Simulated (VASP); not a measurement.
Here is a VASP 6.6.1 calculation.

INCAR

```
SYSTEM = BaF2
PREC = Accurate ; ENCUT = 660
EDIFF = 1E-8 ; ISMEAR = 0
SIGMA = 0.01 ; LREAL = .False.
LASPH = .True. ; NELM = 120
ALGO = Normal ; ISIF = 3
LWAVE = .False. ; LCHARG = .False.
METAGGA = R2SCAN ; LMIXTAU = .True.
NBANDS = 19 ; IBRION = 6
NFREE = 2 ; POTIM = 0.015
NSW = 1 ; GGA_COMPAT = .False.
KPAR = 4
```

File KPOINTS:

```
regular mesh
0
Gamma
  6 6 6
  0 0 0
```

The input POSCAR:

```
BaF2
1.0
    0.0000000000      3.0963000000      3.0963000000
    3.0963000000      0.0000000000      3.0963000000
    3.0963000000      3.0963000000      0.0000000000
Ba F
1 2
Direct
    0.0000000000      0.0000000000      0.0000000000
    0.2500000000      0.2500000000      0.2500000000
    0.7500000000      0.7500000000      0.7500000000
```

Potentials or basis: VASP PAW PBE potentials, release 64 (Ba_sv, F).

Command:

```sh
$ cat potpaw_PBE.64/Ba_sv/POTCAR potpaw_PBE.64/F/POTCAR > POTCAR
$ mpirun -np 4 vasp_std > vasp.out
```

(1) What does it give for the elastic constants C11, C12, C44?

(2) Estimate the Voigt bulk modulus.

(3) Estimate the highest phonon frequency at Γ, LO-TO splitting left out.

Answers

(1) 97, 50, 27 GPa.

(2) 65 GPa.

(3) 254 cm⁻¹.

Caveat: the PAW data sets were made with another functional, which shifts forces and pressure a little.
